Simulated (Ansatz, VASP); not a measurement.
**One calculation of CsPbBr3, two programs**

```xyz
5
Lattice="5.8700 0.0000 0.0000 0.0000 5.7820 0.0000 0.0000 0.0000 5.8700" Properties=species:S:1:pos:R:3 pbc="T T T"
Cs    0.0000    0.0000    0.0000
Pb    2.9350    2.8910    2.9350
Br    0.0000    2.8910    2.9350
Br    2.9350    0.0000    2.9350
Br    2.9350    2.8910    0.0000
```

Change from the starting cell: strain -0.0150 x Voigt [0, 1, 0, 0, 0, 0], atoms carried along.

Alike in both runs: task single point; functional PBEsol; k mesh 6 × 6 × 6; occupations gaussian, width 0.05 eV; no spin polarisation.

```csv
,VASP,Ansatz
version,VASP 6.6.1,Ansatz 0.2.0
potentials or method,"VASP PAW PBE potentials, release 64 (Cs_sv, Pb_d, Br), cutoff 520 eV","scalar-relativistic, plane waves, PAW"
valence electrons in the cell,44,44
```

Ansatz gave:

```
gap on the k mesh at the Fermi level (eV)                     : 1.32
least direct gap on the mesh (eV)                             : 1.32
pressure (GPa)                                                : 0.4
traceless stress, the component that is largest in VASP (GPa) : 0.50
```

**Question.** What did VASP give for the same quantities?

**Answer.** gap on the k mesh at the Fermi level (eV): 1.32; least direct gap on the mesh (eV): 1.32; pressure (GPa): 0.4; traceless stress, the component that is largest in VASP (GPa): 0.51.

VASP's potentials were made for PBE, not for PBEsol. The functional is the same, so the differences come from potentials, cutoffs and numerics.

Neither program's run includes spin-orbit coupling.
